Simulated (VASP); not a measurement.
Here is a VASP 6.6.1 calculation.

File INCAR:

```
AGGAC = 1.0 ; AGGAX = 1.0
ALDAC = 0.0 ; ALDAX = 1.0
ALGO = Normal ; EDIFF = 1E-7
ENCUT = 520 ; GGA = B5
ISIF = 2 ; ISMEAR = -1
LASPH = True ; LCHARG = False
LREAL = False ; LWAVE = False
NBANDS = 18 ; NELM = 100
PREC = Accurate ; SIGMA = 0.1
```

Contents of KPOINTS:

```
k-points
0
Gamma
  13 13 7
```

The input POSCAR:

```
Au
1.0
    2.9797605565      0.0000000000      0.0000000000
   -1.4898802782      2.5805483391      0.0000000000
    0.0000000000      0.0000000000      5.0685227568
Au
2
Direct
    0.3333333333      0.6666666667      0.2500000000
    0.6666666667      0.3333333333      0.7500000000
```

Potentials or basis: VASP PAW PBE potentials, release 64 (Au).

The run is started by

```bash
$ cat potpaw_PBE.64/Au/POTCAR > POTCAR
$ mpirun -np 1 vasp_std > vasp.out
```

Problem. What does it give for the band gap on the k mesh?

Solution. Zero (band 11 reaches 10.66 eV, above the bottom of band 12 at 5.58 eV).

Problem. What does it give for the pressure?

Solution. 0.4 GPa.

Caveat: the PAW data sets were made with another functional, which shifts forces and pressure a little; spin-orbit coupling is left out, which moves the levels of the heavy elements.
